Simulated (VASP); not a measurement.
Crystal: SnSe.

```
CELL_PARAMETERS angstrom
11.26566 0.00000 0.00000
0.00000 4.13337 0.00000
0.00000 0.00000 4.39972
ATOMIC_POSITIONS crystal
Sn 0.87700 0.75000 0.90900
Sn 0.62300 0.25000 0.40900
Sn 0.37700 0.75000 0.59100
Sn 0.12300 0.25000 0.09100
Se 0.64300 0.75000 0.98400
Se 0.85700 0.25000 0.48400
Se 0.14300 0.75000 0.51600
Se 0.35700 0.25000 0.01600
```

Base run:

- Program: VASP 6.6.1
- Functional: RPBE
- Dispersion: D3(BJ)
- Potentials or basis: VASP PAW PBE potentials, release 64 (Sn_d, Se)
- Cutoff: 520 eV
- k mesh: 3 × 6 × 6
- Occupations: fermi-dirac, width 0.05 eV
- Spin: no spin polarisation

Its results: band gap on the k mesh 0.57 eV (least direct gap 0.73 eV); pressure -8.2 GPa; largest force 0.685 eV/Å.

Q: The run is repeated on the same cell with these changes: functional from RPBE to PBE exchange alone; dispersion from D3(BJ) to none. What comes out?

A: Band gap on the k mesh 0.65 eV (least direct gap 0.82 eV); pressure 15.7 GPa; largest force 0.875 eV/Å.

Several settings changed at once.

Caveats: semilocal functionals underestimate gaps, and a narrow one can read as zero; spin-orbit coupling is left out, which moves the levels of the heavy elements; the cell stands under tension (at least some runs); the dispersion term is far too large for a dense solid, which distorts pressure and volume (at least some runs); the PAW data sets were made with another functional, which shifts forces and pressure a little (at least some runs); the cell stands under pressure (at least some runs).

A k mesh can miss the band edges.
